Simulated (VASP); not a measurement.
**Ta: single point with PBEsol+D3(BJ)**

Crystal: Ta.

```xyz
2
Lattice="2.8279 0.0000 0.0000 -1.4139 2.4490 0.0000 0.0000 0.0000 5.1040" Properties=species:S:1:pos:R:3 pbc="T T T"
Ta    1.4139    0.8163    3.8280
Ta    0.0000    1.6327    1.2760
```

* Program: VASP 6.6.1
* Task: single point
* Functional: PBEsol
* Dispersion: D3(BJ)
* Potentials or basis: VASP PAW PBE potentials, release 64 (Ta_pv)
* Cutoff: 520 eV
* k mesh: 9 × 9 × 5
* Occupations: methfessel-paxton, width 0.05 eV
* Spin: no spin polarisation
* Dipole correction: no
* Further INCAR settings: ALGO = Normal; EDIFF = 1e-06; NBANDS = 18

```yaml
Pressure: -1.0 GPa
Band_gap_on_the_k_mesh: zero (band 11 reaches 6.98 eV, above the bottom of band 12 at 5.25 eV)
Dispersion_energy_per_atom: -0.742 eV
```

Stress tensor (GPa, compression positive):
```
-1.05  0.00  0.00
 0.00 -1.05  0.00
 0.00  0.00 -0.96
```

Levels at points of the mesh, in eV from the Fermi level:
```
           k point  band 7  band 8  band 9  band 10  band 11  band 12  band 13  band 14  band 15  band 16
(0.00, 0.00, 0.00)   -8.45   -5.18   -0.82    -0.05     0.59     0.59     1.17     1.17     3.25     3.25
```

It took 12 s on 1 thread of Intel Xeon 6975P-C, on a shared host, peak memory 0.18 GiB.

Caveat: three body term missing; the PAW data sets were made with another functional, which shifts forces and pressure a little; spin-orbit coupling is left out, which moves the levels of the heavy elements; pairwise dispersion overbinds metals, which lowers pressure and volume.
